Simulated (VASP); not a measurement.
# La2Y2O (P4/mmm) in VASP: relaxation of cell and atoms with PBE

Aim: the relaxation of cell and atoms of La2Y2O with PBE.

Program: VASP 6.6.1. These are calculated values, not measurements. Logs are shortened: lines on timing, memory, paths and dates and some standing lists are left out, and cuts for length are marked.

## 1. The cell of the first run

The structure is tetragonal, space group P4/mmm (No. 123). Conventional cell: a = 4.850 Å, b = 4.850 Å, c = 4.850 Å, α = 90.00°, β = 90.00°, γ = 90.00°. La (site symmetry 4/mmm) has 2 O at 2.42 Å within 3.2 Å. Within 4.5 Å of La (site symmetry 4/mmm) lie 4 La at 3.43 Å and 8 Y at 3.43 Å and 8 O at 4.20 Å. Y (site symmetry mmm) has 2 O at 2.42 Å within 3.2 Å. Within 3.2 Å of O (site symmetry 4/mmm) lie 2 La at 2.42 Å and 4 Y at 2.42 Å.

## 2. Relaxation of cell and atoms, PBE

Input file INCAR:

```
ALGO = Normal
EDIFF = 1E-6
EDIFFG = -0.08
ENCUT = 600
GGA = PE
IBRION = 2
ISIF = 3
ISMEAR = 0
LASPH = True
LCHARG = False
LREAL = False
LWAVE = False
NELM = 100
NSW = 36
PREC = Accurate
SIGMA = 0.2
```

Input file KPOINTS:

```
k-points
0
Gamma
  4 4 4
```

Input file POSCAR:

```
La2Y2O
1.0
    4.8500000000      0.0000000000      0.0000000000
    0.0000000000      4.8500000000      0.0000000000
    0.0000000000      0.0000000000      4.8500000000
La Y O
2 2 1
Direct
    0.5000000000      0.5000000000      0.0000000000
    0.0000000000      0.0000000000      0.0000000000
    0.0000000000      0.5000000000      0.5000000000
    0.5000000000      0.0000000000      0.5000000000
    0.5000000000      0.5000000000      0.5000000000
```

Potentials or basis: VASP PAW PBE potentials, release 64 (La, Y_sv, O).

On the command line:

```
cat potpaw_PBE.64/La/POTCAR potpaw_PBE.64/Y_sv/POTCAR potpaw_PBE.64/O/POTCAR > POTCAR
mpirun -np 1 vasp_std > vasp.out
```

OUTCAR:

```text
EDIFF = 1E-6
   EDIFFG = -0.08
   ENCUT = 600
   GGA = PE
   IBRION = 2
   ISIF = 3
   ISMEAR = 0
   LASPH = True
   LREAL = False
   NELM = 100
   NSW = 36
   PREC = Accurate

 ion  position               nearest neighbor table
   1  0.500  0.500  0.000-   5 2.42   5 2.42   4 3.43   2 3.43   3 3.43   4 3.43   3 3.43   2 3.43
                             4 3.43   4 3.43   2 3.43   3 3.43   3 3.43   2 3.43
   2  0.000  0.000  0.000-   1 3.43   3 3.43   4 3.43   3 3.43   4 3.43   1 3.43   3 3.43   3 3.43
                             1 3.43   4 3.43   4 3.43   1 3.43
   3  0.000  0.500  0.500-   5 2.42   5 2.42   4 3.43   1 3.43   1 3.43   2 3.43   2 3.43   4 3.43
                             2 3.43   1 3.43   4 3.43   2 3.43   1 3.43   4 3.43
   4  0.500  0.000  0.500-   5 2.42   5 2.42   3 3.43   1 3.43   1 3.43   2 3.43   1 3.43   3 3.43
                             2 3.43   1 3.43   2 3.43   3 3.43   2 3.43   3 3.43
   5  0.500  0.500  0.500-   1 2.42   3 2.42   4 2.42   1 2.42   4 2.42   3 2.42

  LATTYP: Found a simple cubic cell.
 ALAT       =     4.8500000000

  Lattice vectors:

 A1 = (   4.8500000000,   0.0000000000,   0.0000000000)
 A2 = (   0.0000000000,   4.8500000000,   0.0000000000)
 A3 = (   0.0000000000,   0.0000000000,   4.8500000000)

Analysis of symmetry for initial positions (statically):
=====================================================================
 Subroutine PRICEL returns:
 Original cell was already a primitive cell.

 Routine SETGRP: Setting up the symmetry group for a
 simple cubic supercell.

 Subroutine GETGRP returns: Found 16 space group operations
 (whereof 16 operations were pure point group operations)
 out of a pool of 48 trial point group operations.

The static configuration has the point symmetry D_4h.

Analysis of symmetry for dynamics (positions and initial velocities):
=====================================================================
 Subroutine PRICEL returns:
 Original cell was already a primitive cell.

 Routine SETGRP: Setting up the symmetry group for a
 simple cubic supercell.

 Subroutine GETGRP returns: Found 16 space group operations
 (whereof 16 operations were pure point group operations)
 out of a pool of 48 trial point group operations.

The dynamic configuration has the point symmetry D_4h.

 Subroutine INISYM returns: Found 16 space group operations
 (whereof 16 operations are pure point group operations),
 and found     1 'primitive' translations

----------------------------------------------------------------------------------------

                                     Primitive cell

  volume of cell :     114.0841

  direct lattice vectors                    reciprocal lattice vectors
     4.850000000  0.000000000  0.000000000     0.206185567  0.000000000  0.000000000
     0.000000000  4.850000000  0.000000000     0.000000000  0.206185567  0.000000000
     0.000000000  0.000000000  4.850000000     0.000000000  0.000000000  0.206185567

  length of vectors
     4.850000000  4.850000000  4.850000000     0.206185567  0.206185567  0.206185567

  position of ions in fractional coordinates (direct lattice)
     0.500000000  0.500000000  0.000000000
     0.000000000  0.000000000  0.000000000
     0.000000000  0.500000000  0.500000000
     0.500000000  0.000000000  0.500000000
     0.500000000  0.500000000  0.500000000

  ion indices of the primitive-cell ions
   primitive index   ion index
                 1           1
                 2           2
                 3           3
                 4           4
                 5           5

----------------------------------------------------------------------------------------

 KPOINTS: k-points

Automatic generation of k-mesh.
 Grid dimensions read from file:
 generate k-points for:    4    4    4

 Generating k-lattice:

  Cartesian coordinates                     Fractional coordinates (reciprocal lattice)
     0.051546392  0.000000000  0.000000000     0.250000000  0.000000000  0.000000000
     0.000000000  0.051546392  0.000000000     0.000000000  0.250000000  0.000000000
     0.000000000  0.000000000  0.051546392     0.000000000  0.000000000  0.250000000

  Length of vectors
     0.051546392  0.051546392  0.051546392

  Shift w.r.t. Gamma in fractional coordinates (k-lattice)
     0.000000000  0.000000000  0.000000000

 Subroutine IBZKPT returns following result:
 ===========================================

 Found     18 irreducible k-points:

 Following reciprocal coordinates:
            Coordinates               Weight
  0.000000  0.000000  0.000000      1.000000
  0.250000  0.000000  0.000000      4.000000
  0.000000  0.000000  0.250000      2.000000
  0.500000  0.000000  0.000000      2.000000
  0.000000  0.000000  0.500000      1.000000
  0.250000  0.250000  0.000000      4.000000
[... 10 lines left out ...]
  0.250000  0.500000  0.500000      4.000000
  0.500000  0.500000  0.500000      1.000000
   k-points           NKPTS =     18   k-points in BZ     NKDIM =     18   number of bands    NBANDS=     30
   number of dos      NEDOS =    301   number of ions     NIONS =      5
   total plane-waves  NPLWV =  64000
   dimension x,y,z NGX =    40 NGY =   40 NGZ =   40
   dimension x,y,z NGXF=    80 NGYF=   80 NGZF=   80
   ions per type =               2   2   1
   NGX,Y,Z   is equivalent  to a cutoff of  13.71, 13.71, 13.71 a.u.
   NGXF,Y,Z  is equivalent  to a cutoff of  27.42, 27.42, 27.42 a.u.
 SYSTEM =  unknown system
   PREC   = accura    normal or accurate (medium, high low for compatibility)
   ISTART =      0    job   : 0-new  1-cont  2-samecut
   ICHARG =      2    charge: 1-file 2-atom 10-const
   ISPIN  =      1    spin polarized calculation?
   LNONCOLLINEAR =      F non collinear calculations
   LSORBIT =      F    spin-orbit coupling
   LASPH  =      T    aspherical Exc in radial PAW
   ENCUT  =  600.0 eV  44.10 Ry    6.64 a.u.   9.69  9.69  9.69*2*pi/ulx,y,z
   NELM   =    100;   NELMIN=  2; NELMDL= -5     # of ELM steps
   EDIFF  = 0.1E-05   stopping-criterion for ELM
   LREAL  =      F    real-space projection
   EDIFFG = -.8E-01   stopping-criterion for IOM
   NSW    =     36    number of steps for IOM
   IBRION =      2    ionic relax: 0-MD 1-quasi-New 2-CG
   NFREE  =      1    steps in history (QN), initial steepest desc. (CG)
   ISIF   =      3    stress and relaxation
   ISYM   =      2    0-nonsym 1-usesym 2-fastsym
   POTIM  = 0.5000    time-step for ionic-motion
   TEBEG  =    0.0;   TEEND  =   0.0 temperature during run
   PSTRESS=    0.0 pullay stress
   NELECT =      50.0000    total number of electrons
   NUPDOWN=      -1.0000    fix difference up-down
   EMIN   =  10.00;   EMAX   =-10.00  energy-range for DOS
   EFERMI =   0.00;   METHOD = LEGACY
   ISMEAR =     0;   SIGMA  =   0.20  broadening in eV -4-tet -1-fermi 0-gaus
   EFERMI_NEDOS =   21; number of points for ismear=-14 and -15
   IALGO  =     38    algorithm
   IMIX   =      4    mixing-type and parameters
     AMIX     =   0.40;   BMIX     =  1.00
     AMIX_MAG =   1.60;   BMIX_MAG =  1.00
  volume/ion in A,a.u.               =      22.82       153.98
  Fermi-wavevector in a.u.,A,eV,Ry     =   1.243530  2.349932 21.039614  1.546368
  Thomas-Fermi vector in A             =   2.377837
   LORBIT       =      0    0 simple, 1 ext, 2 COOP (PROOUT), +10 PAW based schemes
   GGA     = PE    functional components
   LHFCALC =     F    Hartree Fock is set to
   AEXX    =    0.0000 exact exchange contribution
   IVDW    =     0    specifies the selected vdW correction
   LEPSILON=     F    determine dielectric tensor
   LRPA    =     F    only Hartree local field effects (RPA)
 conjugate gradient relaxation of ions
 non-spin polarized calculation
 Gauss-broadening in eV      SIGMA  =   0.20
  energy-cutoff  :      600.00
  volume of cell :      114.08
 maximum number of plane-waves:      3840
 NGX is ok and might be reduce to    40
   NGX = 19   NGY = 19   NGZ = 19

--------------------------------------- Ionic step        1  -------------------------------------------

 number of electron      49.9999997 magnetization

 Free energy of the ion-electron system (eV)
  ---------------------------------------------------
  ext. energy  EPLUGINS =         0.00000000
  ---------------------------------------------------
  free energy    TOTEN  =       -32.50323152 eV

  energy without entropy =      -32.42266347  energy(sigma->0) =      -32.46294749

------------------------ aborting loop because EDIFF is reached ----------------------------------------

  FORCE on cell =-STRESS in cart. coord.  units (eV):
  Direction    XX          YY          ZZ          XY          YZ          ZX
  --------------------------------------------------------------------------------------
  -------------------------------------------------------------------------------------
  Total        4.6042006      4.6042006      9.8645588      0.0000000      0.0000000      0.0000000
  in kB       64.6605817     64.6605817    138.5361238      0.0000000      0.0000000      0.0000000
  external PRESSURE =      89.2857624 kB  Pullay stress =       0.0000000 kB

 VOLUME and BASIS-vectors are now :
 -----------------------------------------------------------------------------
  energy-cutoff  :      600.00
  volume of cell :      114.08
      direct lattice vectors                 reciprocal lattice vectors
     4.850000000  0.000000000  0.000000000     0.206185567  0.000000000  0.000000000
     0.000000000  4.850000000  0.000000000     0.000000000  0.206185567  0.000000000
     0.000000000  0.000000000  4.850000000     0.000000000  0.000000000  0.206185567

 POSITION                                       TOTAL-FORCE (eV/Angst)
 -----------------------------------------------------------------------------------
      2.42500      2.42500      0.00000         0.000000      0.000000      0.000000
      0.00000      0.00000      0.00000         0.000000      0.000000      0.000000
      0.00000      2.42500      2.42500         0.000000      0.000000      0.000000
      2.42500      0.00000      2.42500         0.000000      0.000000      0.000000
      2.42500      2.42500      2.42500         0.000000      0.000000      0.000000
 -----------------------------------------------------------------------------------
    total drift:                                0.000000      0.000000     -0.000000

  FREE ENERGIE OF THE ION-ELECTRON SYSTEM (eV)
  ---------------------------------------------------
  free  energy   TOTEN  =       -32.5032315150 eV

  energy  without entropy=      -32.4226634706  energy(sigma->0) =      -32.46294749

--------------------------------------- Ionic step        2  -------------------------------------------

 number of electron      49.9999997 magnetization

 E-fermi :   6.1654     XC(G=0):  -9.9026

 val. band max:        6.1444879436   @ k =   0.0000   0.5000   0.5000
 cond. band min:       6.1677621544   @ k =   0.5000   0.2500   0.2500
 fundamental gap:      0.0232742108
 Fermi energy:         6.1654236814

 k-point     1 :       0.0000    0.0000    0.0000
  band No.  band energies     occupation
      1     -36.6173      2.00000
      2     -36.5713      2.00000
      3     -26.3712      2.00000
      4     -26.1152      2.00000
      5     -16.7516      2.00000
      6     -16.7516      2.00000
[... 761 lines left out ...]
 POSITION                                       TOTAL-FORCE (eV/Angst)
 -----------------------------------------------------------------------------------
      2.42399      2.42399      0.00000         0.000000      0.000000      0.000000
      0.00000      0.00000      0.00000         0.000000      0.000000      0.000000
      0.00000      2.42399      2.74041        -0.000000     -0.000000      0.000000
      2.42399      0.00000      2.74041        -0.000000      0.000000      0.000000
      2.42399      2.42399      2.74041         0.000000     -0.000000      0.000000
 -----------------------------------------------------------------------------------
    total drift:                                0.000000      0.000000     -0.000000

  FREE ENERGIE OF THE ION-ELECTRON SYSTEM (eV)
  ---------------------------------------------------
  free  energy   TOTEN  =       -33.0880374407 eV

  energy  without entropy=      -32.9633547119  energy(sigma->0) =      -33.02569608

--------------------------------------- Ionic step        7  -------------------------------------------

 number of electron      49.9999997 magnetization

 Free energy of the ion-electron system (eV)
  ---------------------------------------------------
  ext. energy  EPLUGINS =         0.00000000
  ---------------------------------------------------
  free energy    TOTEN  =       -33.09145424 eV

  energy without entropy =      -32.96267092  energy(sigma->0) =      -33.02706258

 E-fermi :   6.5258     XC(G=0): -10.0640

 val. band max:        6.5052062399   @ k =   0.5000   0.0000   0.0000
 cond. band min:       6.5282292095   @ k =   0.5000   0.2500   0.2500
 fundamental gap:      0.0230229696
 Fermi energy:         6.5258475809

 k-point     1 :       0.0000    0.0000    0.0000
  band No.  band energies     occupation
      1     -36.1798      2.00000
      2     -36.1017      2.00000
      3     -26.0729      2.00000
      4     -25.6909      2.00000
      5     -16.4084      2.00000
      6     -16.4084      2.00000
[... 605 lines left out ...]
 POSITION                                       TOTAL-FORCE (eV/Angst)
 -----------------------------------------------------------------------------------
      2.42936      2.42936      5.55351         0.000000      0.000000      0.000000
      0.00000      0.00000      5.55351         0.000000      0.000000      0.000000
      4.85873      2.42936      2.77675        -0.000000     -0.000000      0.000000
      2.42936      0.00000      2.77675        -0.000000     -0.000000      0.000000
      2.42936      2.42936      2.77675         0.000000      0.000000      0.000000
 -----------------------------------------------------------------------------------
    total drift:                                0.000000      0.000000     -0.000000

  FREE ENERGIE OF THE ION-ELECTRON SYSTEM (eV)
  ---------------------------------------------------
  free  energy   TOTEN  =       -33.0914542409 eV

  energy  without entropy=      -32.9626709220  energy(sigma->0) =      -33.02706258

 reached required accuracy - stopping structural energy minimisation
```

Run time: 4.9 min. Hardware: 1 thread of Intel Xeon 6975P-C (Granite Rapids), shared host; peak memory 0.31 GiB.

Results:

```
Free energy                           : -33.0915 eV
Relaxed volume                        : 26.22 Å³/atom
Relaxed cell                          : a = 4.859 Å, b = 4.859 Å, c = 5.554 Å, α = 90.00°, β = 90.00°, γ = 90.00°
Space group after relaxing (to 0.1 Å) : P4/mmm (No. 123)
Energy gained by relaxing             : 117.6 meV/atom
Ionic steps                           : 7
Pressure after relaxing               : -0.2 GPa
Band gap on the k mesh                : zero (bands 25 and 26 overlap by 2.04 eV)
```

The path:
| step | energy change (eV) | largest force (eV/Å) | pressure (GPa) | volume (Å³) |
| --- | --- | --- | --- | --- |
| 1 | 0.0000 | 0.0000 | 8.93 | 114.08 |
| 2 | -0.4731 | 0.0000 | -2.20 | 136.29 |
| 3 | -0.4985 | 0.0000 | -0.51 | 131.51 |
| 4 | -0.4985 | 0.0000 | -0.65 | 131.88 |
| 5 | -0.5431 | 0.0000 | -0.38 | 130.96 |
| 6 | -0.5848 | 0.0000 | 0.62 | 128.82 |
| 7 | -0.5882 | 0.0000 | -0.24 | 131.10 |

Final structure:
```
CELL_PARAMETERS angstrom
4.85873 0.00000 0.00000
0.00000 4.85873 0.00000
0.00000 0.00000 5.55351
ATOMIC_POSITIONS crystal
La 0.50000 0.50000 0.00000
La 0.00000 0.00000 0.00000
Y 0.00000 0.50000 0.50000
Y 0.50000 0.00000 0.50000
O 0.50000 0.50000 0.50000
```

Levels at points of the mesh, in eV from the Fermi level:
```
           k point  band 22  band 23  band 24  band 25  band 26  band 27  band 28  band 29
(0.00, 0.00, 0.00)    -2.33    -1.82    -1.31    -1.31    -1.14     0.86     1.76     2.14
(0.50, 0.00, 0.00)    -1.14    -0.54    -0.21    -0.11    -0.02     0.42     0.71     1.17
(0.00, 0.00, 0.50)    -1.83    -1.66    -0.45    -0.30     0.51     0.51     0.55     0.55
(0.50, 0.50, 0.00)    -0.58    -0.58    -0.08     0.01     0.01     0.29     0.40     0.94
(0.00, 0.50, 0.50)    -0.93    -0.43     0.06     0.14     0.26     0.31     0.96     0.99
(0.50, 0.50, 0.50)    -1.61    -1.42    -0.40     0.90     1.08     1.27     1.27     1.52
```

Caveat: spin-orbit coupling is left out, which moves the levels of the heavy elements.

The gap in the log of VASP goes by the Fermi energy; the results here count the filled bands.